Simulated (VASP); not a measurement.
# PtSe2 (P-3m1) in VASP: further runs

Runs on PtSe2. Level: PBE+D3(BJ). Tasks: single point, relaxation of shape and atoms at fixed volume.

All numbers are computed with VASP 6.6.1; they aren't measurements. Logs are shortened: lines on timing, memory, paths and dates and some standing lists are left out, and cuts for length are marked.

### Step 1. The cell of the first run

Symmetry: P-3m1, No. 164, trigonal system. Conventional cell: a = 3.772 Å, b = 3.772 Å, c = 4.821 Å, α = 90.00°, β = 90.00°, γ = 120.00°. Within 3.3 Å of Pt (site symmetry -3m) lie 6 Se at 2.53 Å. Within 3.4 Å of Se (site symmetry 3m) lie 3 Pt at 2.53 Å and 6 Se at 3.14 to 3.36 Å.

### Step 2. Single point, PBE+D3(BJ)

INCAR reads:

```
  ALGO = Normal
  EDIFF = 1E-7
  ENCUT = 520
  GGA = PE
  ISIF = 2
  ISMEAR = 0
  IVDW = 12
  LASPH = T
  LCHARG = T
  LELF = T
  LREAL = F
  LVHAR = T
  LWAVE = F
  NBANDS = 18
  NELM = 60
  PREC = Accurate
  SIGMA = 0.05
```

KPOINTS reads:

```
k-points
0
Gamma
  10 10 8
```

POSCAR reads:

```
PtSe2
1.0
    3.7721519110      0.0000000000      0.0000000000
   -1.8860759555      3.2667793819      0.0000000000
    0.0000000000      0.0000000000      4.8211950331
Pt Se
1 2
Direct
    0.0000000000      0.0000000000      0.0000000000
    0.3333333333      0.6666666667      0.2653800067
    0.6666666667      0.3333333333      0.7346199933
```

Potentials or basis: VASP PAW PBE potentials, release 64 (Pt, Se).

On the command line:

```
$ cat potpaw_PBE.64/Pt/POTCAR potpaw_PBE.64/Se/POTCAR > POTCAR
$ mpirun -np 1 vasp_std > vasp.out
```

OUTCAR:

```text
EDIFF = 1E-7
   ENCUT = 520
   GGA = PE
   ISIF = 2
   ISMEAR = 0
   IVDW = 12
   LASPH = T
   LREAL = F
   NELM = 60
   PREC = Accurate
 IVDW          = 12

 ion  position               nearest neighbor table
   1  0.000  0.000  0.000-   2 2.53   3 2.53   3 2.53   2 2.53   3 2.53   2 2.53
   2  0.333  0.667  0.265-   1 2.53   1 2.53   1 2.53
   3  0.667  0.333  0.735-   1 2.53   1 2.53   1 2.53

  LATTYP: Found a hexagonal cell.
 ALAT       =     3.7721519110
 C/A-ratio  =     1.2781020348

  Lattice vectors:

 A1 = (   3.7721519110,   0.0000000000,   0.0000000000)
 A2 = (  -1.8860759555,   3.2667793819,   0.0000000000)
 A3 = (   0.0000000000,   0.0000000000,   4.8211950331)

Analysis of symmetry for initial positions (statically):
=====================================================================
 Subroutine PRICEL returns:
 Original cell was already a primitive cell.

 Routine SETGRP: Setting up the symmetry group for a
 hexagonal supercell.

 Subroutine GETGRP returns: Found 12 space group operations
 (whereof 12 operations were pure point group operations)
 out of a pool of 24 trial point group operations.

The static configuration has the point symmetry D_3d.

Analysis of symmetry for dynamics (positions and initial velocities):
=====================================================================
 Subroutine PRICEL returns:
 Original cell was already a primitive cell.

 Routine SETGRP: Setting up the symmetry group for a
 hexagonal supercell.

 Subroutine GETGRP returns: Found 12 space group operations
 (whereof 12 operations were pure point group operations)
 out of a pool of 24 trial point group operations.

The dynamic configuration has the point symmetry D_3d.

 Subroutine INISYM returns: Found 12 space group operations
 (whereof 12 operations are pure point group operations),
 and found     1 'primitive' translations

----------------------------------------------------------------------------------------

                                     Primitive cell

  volume of cell :      59.4106

  direct lattice vectors                    reciprocal lattice vectors
     3.772151911  0.000000000  0.000000000     0.265100670  0.153055943  0.000000000
    -1.886075955  3.266779382  0.000000000     0.000000000  0.306111887  0.000000000
     0.000000000  0.000000000  4.821195033     0.000000000  0.000000000  0.207417454

  length of vectors
     3.772151911  3.772151911  4.821195033     0.306111887  0.306111887  0.207417454

  position of ions in fractional coordinates (direct lattice)
     0.000000000  0.000000000  0.000000000
     0.333333333  0.666666667  0.265380007
     0.666666667  0.333333333  0.734619993

  ion indices of the primitive-cell ions
   primitive index   ion index
                 1           1
                 2           2
                 3           3

----------------------------------------------------------------------------------------

 KPOINTS: k-points

Automatic generation of k-mesh.
 Grid dimensions read from file:
 generate k-points for:   10   10    8

 Generating k-lattice:

  Cartesian coordinates                     Fractional coordinates (reciprocal lattice)
     0.026510067  0.015305594  0.000000000     0.100000000 -0.000000000  0.000000000
     0.000000000  0.030611189  0.000000000     0.000000000  0.100000000  0.000000000
     0.000000000  0.000000000  0.025927182     0.000000000  0.000000000  0.125000000

  Length of vectors
     0.030611189  0.030611189  0.025927182

  Shift w.r.t. Gamma in fractional coordinates (k-lattice)
     0.000000000  0.000000000  0.000000000

 Subroutine IBZKPT returns following result:
 ===========================================

 Found     94 irreducible k-points:

 Following reciprocal coordinates:
            Coordinates               Weight
  0.000000  0.000000  0.000000      1.000000
  0.100000  0.000000  0.000000      6.000000
  0.200000  0.000000  0.000000      6.000000
  0.300000  0.000000  0.000000      6.000000
  0.400000  0.000000  0.000000      6.000000
  0.500000  0.000000  0.000000      3.000000
[... 16 lines left out ...]
  0.000000  0.400000  0.125000      6.000000
  0.500000  0.000000  0.125000      6.000000
 [... further k-points ...]
   k-points           NKPTS =     94   k-points in BZ     NKDIM =     94   number of bands    NBANDS=     18
   number of dos      NEDOS =    301   number of ions     NIONS =      3
   total plane-waves  NPLWV =  28224
   dimension x,y,z NGX =    28 NGY =   28 NGZ =   36
   dimension x,y,z NGXF=    56 NGYF=   56 NGZF=   72
   ions per type =               1   2
   NGX,Y,Z   is equivalent  to a cutoff of  12.34, 12.34, 12.41 a.u.
   NGXF,Y,Z  is equivalent  to a cutoff of  24.68, 24.68, 24.83 a.u.
 SYSTEM =  unknown system
   PREC   = accura    normal or accurate (medium, high low for compatibility)
   ISTART =      0    job   : 0-new  1-cont  2-samecut
   ICHARG =      2    charge: 1-file 2-atom 10-const
[... 98 lines left out ...]
  band No.  band energies     occupation
      1      -8.0804      2.00000
      2      -6.3323      2.00000
      3       0.5316      2.00000
      4       0.9703      2.00000
      5       0.9840      2.00000
      6       1.6054      2.00000
[... 10 lines left out ...]
     17      14.6499      0.00000
     18      15.1141      0.00000

 k-point     5 :       0.4000    0.0000    0.0000
  band No.  band energies     occupation
      1      -7.5570      2.00000
      2      -6.6270      2.00000
      3      -0.0631      2.00000
      4       1.1602      2.00000
      5       1.3115      2.00000
      6       2.2430      2.00000
[... 10 lines left out ...]
     17      14.1151      0.00000
     18      16.4404      0.00000

 k-point     6 :       0.5000    0.0000    0.0000
  band No.  band energies     occupation
      1      -7.1777      2.00000
      2      -6.9033      2.00000
      3      -0.3922      2.00000
      4       1.2141      2.00000
      5       1.5839      2.00000
      6       2.8307      2.00000
[... 10 lines left out ...]
     17      13.9134      0.00000
     18      17.8766      0.00000

 k-point     7 :       0.1000    0.1000    0.0000
  band No.  band energies     occupation
      1      -8.6405      2.00000
      2      -6.0364      2.00000
      3      -0.0112      2.00000
      4       0.6895      2.00000
      5       0.7827      2.00000
      6       2.5052      2.00000
[... 10 lines left out ...]
     17      14.9660      0.00000
     18      15.6489      0.00000

 k-point     8 :       0.2000    0.1000    0.0000
  band No.  band energies     occupation
      1      -8.2563      2.00000
      2      -6.2355      2.00000
      3       0.4238      2.00000
      4       0.9203      2.00000
      5       1.0816      2.00000
      6       1.6555      2.00000
[... 10 lines left out ...]
     17      14.6836      0.00000
     18      15.6437      0.00000
[... 229 lines left out ...]
     17      15.3484      0.00000
     18      15.7070      0.00000

 k-point    20 :       0.3000    0.0000    0.1250
  band No.  band energies     occupation
      1      -7.9960      2.00000
      2      -6.4686      2.00000
      3       0.6362      2.00000
      4       1.0133      2.00000
      5       1.0583      2.00000
      6       1.8022      2.00000
[... 10 lines left out ...]
     17      14.4768      0.00000
     18      15.4426      0.00000

 k-point    21 :       0.0000    0.3000    0.1250
  band No.  band energies     occupation
      1      -8.0490      2.00000
      2      -6.3441      2.00000
      3       0.0685      2.00000
      4       0.8859      2.00000
      5       0.9338      2.00000
      6       1.8069      2.00000
[... 10 lines left out ...]
     17      15.2192      0.00000
     18      16.1442      0.00000

 k-point    22 :       0.4000    0.0000    0.1250
  band No.  band energies     occupation
      1      -7.4605      2.00000
      2      -6.7430      2.00000
      3       0.0178      2.00000
      4       1.1773      2.00000
      5       1.5350      2.00000
      6       2.0198      2.00000
[... 10 lines left out ...]
     17      14.6235      0.00000
     18      16.4357      0.00000

 k-point    23 :       0.0000    0.4000    0.1250
  band No.  band energies     occupation
      1      -7.5756      2.00000
      2      -6.5590      2.00000
      3      -0.2974      2.00000
      4       0.8869      2.00000
      5       1.0468      2.00000
      6       2.4958      2.00000
[... 10 lines left out ...]
     17      15.1664      0.00000
     18      16.5840      0.00000

 k-point    24 :       0.5000    0.0000    0.1250
  band No.  band energies     occupation
      1      -7.1898      2.00000
      2      -6.8656      2.00000
      3      -0.4457      2.00000
      4       1.1463      2.00000
      5       1.3357      2.00000
      6       2.7737      2.00000
[... 10 lines left out ...]
     17      14.8271      0.00000
     18      17.5698      0.00000

 [... further k-points ...]

------------------------ aborting loop because EDIFF is reached ----------------------------------------

 Edisp (eV)   -1.46999

 E8    (eV) :    -0.6316

  FORCE on cell =-STRESS in cart. coord.  units (eV):
  Direction    XX          YY          ZZ          XY          YZ          ZX
  --------------------------------------------------------------------------------------
  -------------------------------------------------------------------------------------
  Total      -0.00831    -0.00831    -0.01564    -0.00000     0.00000     0.00000
  in kB      -0.22414    -0.22414    -0.42169    -0.00000     0.00000     0.00000
  external pressure =       -0.29 kB  Pullay stress =        0.00 kB

 VOLUME and BASIS-vectors are now :
 -----------------------------------------------------------------------------
  energy-cutoff  :      520.00
  volume of cell :       59.41
      direct lattice vectors                 reciprocal lattice vectors
     3.772151911  0.000000000  0.000000000     0.265100670  0.153055943  0.000000000
    -1.886075955  3.266779382  0.000000000     0.000000000  0.306111887  0.000000000
     0.000000000  0.000000000  4.821195033     0.000000000  0.000000000  0.207417454

 POSITION                                       TOTAL-FORCE (eV/Angst)
 -----------------------------------------------------------------------------------
      0.00000      0.00000      0.00000         0.000000      0.000000      0.000000
     -0.00000      2.17785      1.27945         0.000000     -0.000000      0.004760
      1.88608      1.08893      3.54175        -0.000000      0.000000     -0.004760
 -----------------------------------------------------------------------------------
    total drift:                               -0.000000     -0.000000     -0.000000

  FREE ENERGIE OF THE ION-ELECTRON SYSTEM (eV)
  ---------------------------------------------------
  free  energy   TOTEN  =       -15.6675335894 eV

  energy  without entropy=      -15.6661305663  energy(sigma->0) =      -15.66683208
```

Run time: 83 s. Hardware: 1 thread of Intel Xeon 8259CL, shared host; peak memory 0.25 GiB.

Results:

```yaml
Free_energy: -15.6675 eV
Pressure: 0.0 GPa
Largest_force: 0.005 eV/Å
Band_gap_on_the_k_mesh: zero (bands 11 and 12 overlap by 0.92 eV)
Dispersion_energy_per_atom: -0.490 eV
```

Forces on the atoms (eV/Å):
```
Pt   0.000  0.000  0.000
Se   0.000  0.000  0.005
Se   0.000  0.000 -0.005
```

Levels at points of the mesh, in eV from the Fermi level:
```
           k point  band 7  band 8  band 9  band 10  band 11  band 12  band 13  band 14  band 15  band 16
(0.00, 0.00, 0.00)   -3.78   -2.46   -1.00    -1.00     0.79     1.08     1.08     3.37     4.11     7.28
(0.50, 0.00, 0.00)   -3.70   -3.69   -3.31    -3.25    -2.91     0.51     2.51     5.03     6.13     7.02
(0.00, 0.00, 0.50)   -3.84   -2.89   -1.71    -1.71    -1.70     2.33     2.33     5.00     6.53     6.58
(0.50, 0.00, 0.50)   -3.35   -3.33   -3.07    -2.58    -1.09     0.62     1.47     4.93     4.93     7.72
```

Caveat: spin-orbit coupling is left out, which moves the levels of the heavy elements.

### Step 3. Single point, PBE+D3(BJ) (20.20 Å³/atom)

This run uses another cell than the first one, of 20.20 Å³/atom.

INCAR reads:

```
PREC = Accurate
ENCUT = 520
EDIFF = 1E-6
ISMEAR = 0
SIGMA = 0.05
LREAL = F
LASPH = T
NELM = 60
ALGO = Normal
ISIF = 2
LWAVE = F
LCHARG = T
GGA = PE
IVDW = 12
LELF = T
LVHAR = T
NBANDS = 18
```

KPOINTS reads:

```
Automatic mesh
0
Gamma
  10 10 8
```

POSCAR reads:

```
PtSe2
1.0
    3.7800723045      0.0000000000      0.0000000000
   -1.8900361523      3.2736386439      0.0000000000
    0.0000000000      0.0000000000      4.8970327287
Pt Se
1 2
Direct
    0.0000000000      0.0000000000      0.0000000000
    0.3333333333      0.6666666667      0.2616379453
    0.6666666667      0.3333333333      0.7383620547
```

Potentials or basis: VASP PAW PBE potentials, release 64 (Pt, Se).

On the command line:

```
$ cat potpaw_PBE.64/Pt/POTCAR potpaw_PBE.64/Se/POTCAR > POTCAR
$ mpirun -np 1 vasp_std > vasp.out
```

Run time: 79 s. Hardware: 1 thread of Intel Xeon 8259CL, shared host; peak memory 0.26 GiB.

Results (log left out):

| Item | Value |
| --- | --- |
| Free energy | -15.6635 eV |
| Pressure | -1.1 GPa |
| Band gap on the k mesh | zero (bands 11 and 12 overlap by 0.82 eV) |
| Dispersion energy per atom | -0.480 eV |

Forces in eV/Å, atoms in the order of the input:
```
Pt   0.000  0.000  0.000
Se   0.000  0.000  0.003
Se   0.000  0.000 -0.003
```

Stress tensor (GPa, compression positive):
```
-1.15  0.00  0.00
 0.00 -1.15  0.00
 0.00  0.00 -1.05
```

Levels at points of the mesh, in eV from the Fermi level:
```
           k point  band 9  band 10  band 11  band 12  band 13  band 14
(0.00, 0.00, 0.00)   -1.01    -1.01     0.69     1.15     1.15     3.44
(0.50, 0.00, 0.00)   -3.30    -3.24    -2.89     0.53     2.41     4.91
(0.00, 0.00, 0.50)   -1.71    -1.63    -1.63     2.27     2.27     4.95
(0.50, 0.00, 0.50)   -3.06    -2.61    -1.14     0.70     1.42     4.78
```

Caveat: spin-orbit coupling is left out, which moves the levels of the heavy elements.

### Step 4. Single point, PBE+D3(BJ) (20.60 Å³/atom)

This run uses another cell than the first one, of 20.60 Å³/atom.

INCAR reads:

```
PREC = Accurate ; ENCUT = 520
EDIFF = 1E-6 ; ISMEAR = 0
SIGMA = 0.05 ; LREAL = F
LASPH = T ; NELM = 80
ALGO = Normal ; ISIF = 2
LWAVE = F ; LCHARG = T
GGA = PE ; IVDW = 12
LELF = T ; LVHAR = T
NBANDS = 18
```

KPOINTS is that of step 3.

POSCAR reads:

```
PtSe2
1.0
    3.7841635894      0.0000000000      0.0000000000
   -1.8920817947      3.2771818005      0.0000000000
    0.0000000000      0.0000000000      4.9822622403
Pt Se
1 2
Direct
    0.0000000000      0.0000000000      0.0000000000
    0.3333333333      0.6666666667      0.2576227391
    0.6666666667      0.3333333333      0.7423772609
```

On the command line:

```
$ cat potpaw_PBE.64/Pt/POTCAR potpaw_PBE.64/Se/POTCAR > POTCAR
$ mpirun -np 1 vasp_std > vasp.out
```

Run time: 78 s. Hardware: 1 thread of Intel Xeon 8259CL, shared host; peak memory 0.27 GiB.

It converged, with:

```
Free energy                : -15.6526 eV
Pressure                   : -1.9 GPa
Largest force              : 0.008 eV/Å
Band gap on the k mesh     : zero (bands 11 and 12 overlap by 0.70 eV)
Dispersion energy per atom : -0.470 eV
```

Forces in eV/Å, atoms in the order of the input:
```
Pt   0.000  0.000  0.000
Se   0.000  0.000  0.008
Se   0.000  0.000 -0.008
```

Stress tensor (GPa, compression positive):
```
-1.93  0.00  0.00
 0.00 -1.93  0.00
 0.00  0.00 -1.82
```

Levels at points of the mesh, in eV from the Fermi level:
| k point | band 7 | band 8 | band 9 | band 10 | band 11 | band 12 | band 13 | band 14 | band 15 | band 16 |
| --- | --- | --- | --- | --- | --- | --- | --- | --- | --- | --- |
| (0.00, 0.00, 0.00) | -3.76 | -2.46 | -1.02 | -1.02 | 0.58 | 1.22 | 1.22 | 3.53 | 3.95 | 7.27 |
| (0.50, 0.00, 0.00) | -3.65 | -3.51 | -3.30 | -3.23 | -2.88 | 0.55 | 2.31 | 4.80 | 5.96 | 7.04 |
| (0.00, 0.00, 0.50) | -3.80 | -2.85 | -1.72 | -1.56 | -1.56 | 2.20 | 2.20 | 4.89 | 6.21 | 6.65 |
| (0.50, 0.00, 0.50) | -3.34 | -3.31 | -3.06 | -2.64 | -1.20 | 0.78 | 1.39 | 4.62 | 4.89 | 7.44 |

Caveat: spin-orbit coupling is left out, which moves the levels of the heavy elements.

### Step 5. Relaxation of shape and atoms at fixed volume, PBE+D3(BJ) (19.01 Å³/atom)

This run uses another cell than the first one, of 19.01 Å³/atom.

INCAR reads:

```
SYSTEM = PtSe2
  PREC = Accurate
  ENCUT = 600
  EDIFF = 1E-6
  ISMEAR = 0
  SIGMA = 0.05
  LREAL = .FALSE.
  LASPH = .TRUE.
  NELM = 80
  ALGO = Normal
  ISIF = 4
  LWAVE = .FALSE.
  LCHARG = .FALSE.
  GGA = PE
  IVDW = 12
  IBRION = 2
  NSW = 60
  EDIFFG = -0.01
```

KPOINTS reads:

```
Automatic mesh
0
G
  10 10 8
  0 0 0
```

POSCAR reads:

```
PtSe2
1.0
    3.7391060494      0.0000000000      0.0000000000
   -1.8695530247      3.2381608262      0.0000000000
    0.0000000000      0.0000000000      4.7105185256
Pt Se
1 2
Direct
    0.0000000000      0.0000000000      0.0000000000
    0.3333333333      0.6666666667      0.2691447228
    0.6666666667      0.3333333333      0.7308552772
```

On the command line:

```
$ cat potpaw_PBE.64/Pt/POTCAR potpaw_PBE.64/Se/POTCAR > POTCAR
$ mpirun -np 1 vasp_std > vasp.out
```

It took 4.8 min on 1 thread of Intel Xeon 8259CL, shared host; peak memory 0.27 GiB.

The run converged. Its results:

```
Free energy                : -15.6489 eV
Energy gained by relaxing  : 1.7 meV/atom
Ionic steps                : 6
Pressure after relaxing    : 2.8 GPa
Band gap on the k mesh     : zero (bands 11 and 12 overlap by 1.02 eV)
Dispersion energy per atom : -0.511 eV
```

The path:
```
step  energy change (eV)  largest force (eV/Å)  pressure (GPa)  volume (Å³)
   1              0.0000                0.2223            4.17        57.03
   2             -0.0042                0.0782            3.36        57.03
   3             -0.0050                0.0240            2.80        57.03
   4             -0.0050                0.0188            2.84        57.03
   5             -0.0052                0.0086            2.81        57.03
   6             -0.0052                0.0002            2.80        57.03
```

Final structure:
```
CELL_PARAMETERS angstrom
3.75568 0.00000 0.00000
-1.87784 3.25252 0.00000
0.00000 0.00000 4.66902
ATOMIC_POSITIONS crystal
Pt 0.00000 0.00000 0.00000
Se 0.33333 0.66667 0.27266
Se 0.66667 0.33333 0.72734
```

Levels at points of the mesh, in eV from the Fermi level:
```tsv
k point	band 9	band 10	band 11	band 12	band 13	band 14
(0.00, 0.00, 0.00)	-0.98	-0.98	0.93	0.93	0.95	3.23
(0.50, 0.00, 0.00)	-3.34	-3.28	-2.95	0.49	2.74	5.28
(0.00, 0.00, 0.50)	-1.88	-1.88	-1.69	2.49	2.49	5.12
(0.50, 0.00, 0.50)	-3.08	-2.53	-1.01	0.47	1.58	5.00
```

Caveat: spin-orbit coupling is left out, which moves the levels of the heavy elements.

### Step 6. Summary

```tsv
task	cell	cutoff (eV)	gap on the mesh (eV)	pressure (GPa)
single point	a = 3.772, b = 3.772, c = 4.821 Å, angles 90.0, 90.0, 120.0°, 3 atoms, atomic positions A	520	none	0.0
single point	a = 3.780, b = 3.780, c = 4.897 Å, angles 90.0, 90.0, 120.0°, 3 atoms, atomic positions B	520	none	-1.1
single point	a = 3.784, b = 3.784, c = 4.982 Å, angles 90.0, 90.0, 120.0°, 3 atoms, atomic positions C	520	none	-1.9
relaxation of shape and atoms at fixed volume	relaxed from a = 3.739, b = 3.739, c = 4.711 Å, angles 90.0, 90.0, 120.0°, 3 atoms, atomic positions D	600	none	2.8
```

Alike in all rows: level PBE+D3(BJ); potentials or basis VASP PAW PBE potentials, release 64 (Pt, Se); no spin polarisation; k mesh 10 × 10 × 8; smearing gaussian 0.05 eV.

Caveats: spin-orbit coupling is left out, which moves the levels of the heavy elements.

Absolute energies hang on the potentials; compare differences alone.
